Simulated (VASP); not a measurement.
A run of VASP 6.6.1 is set up as follows.

The input INCAR:

```
PREC = Accurate ; ENCUT = 520
EDIFF = 1E-6 ; ISMEAR = -1
SIGMA = 0.1 ; LREAL = F
LASPH = T ; NELM = 60
ALGO = Normal ; ISIF = 2
LWAVE = F ; LCHARG = T
LELF = T ; LVHAR = T
NBANDS = 12
```

KPOINTS

```
Automatic mesh
0
Gamma
  15 15 15
```

Contents of POSCAR:

```
Ta
1.0
    0.0000000000      2.0139520866      2.0139520866
    2.0139520866      0.0000000000      2.0139520866
    2.0139520866      2.0139520866      0.0000000000
Ta
1
Direct
    0.0000000000      0.0000000000      0.0000000000
```

Potentials or basis: VASP PAW LDA potentials, release 64 (Ta_pv).

Run with:

```sh
$ cat potpaw_LDA.64/Ta_pv/POTCAR > POTCAR
$ mpirun -np 1 vasp_std > vasp.out
```

**Question.** Predict the pressure.

**Answer.** 21.6 GPa.
